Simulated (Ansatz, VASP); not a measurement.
## Sn: VASP beside Ansatz

```
Sn
1.0
     0.00000    3.23334    3.23334
     3.23334    0.00000    3.23334
     3.23334    3.23334    0.00000
Sn
2
Cartesian
  0.0000 0.0000 0.0000
  1.6167 1.6167 1.6167
```

Alike in both runs: task electric field gradients; functional PBE; k mesh 12 × 12 × 12; occupations gaussian, width 0.05 eV; no spin polarisation.

|  | VASP | Ansatz |
| --- | --- | --- |
| version | VASP 6.6.1 | Ansatz 0.2.0 |
| potentials or method | VASP PAW PBE potentials, release 64 (Sn_d), cutoff 520 eV | scalar-relativistic, plane waves, PAW |
| valence electrons in the cell | 28 | 28 |

|  | VASP | Ansatz | Ansatz less VASP |
| --- | --- | --- | --- |
| gap on the k mesh at the Fermi level (eV) | none | none | - |
| pressure (GPa) | 3.7 | 3.8 | +0.06 |

A gap of «none» marks a metal or a gap that the smearing closes.
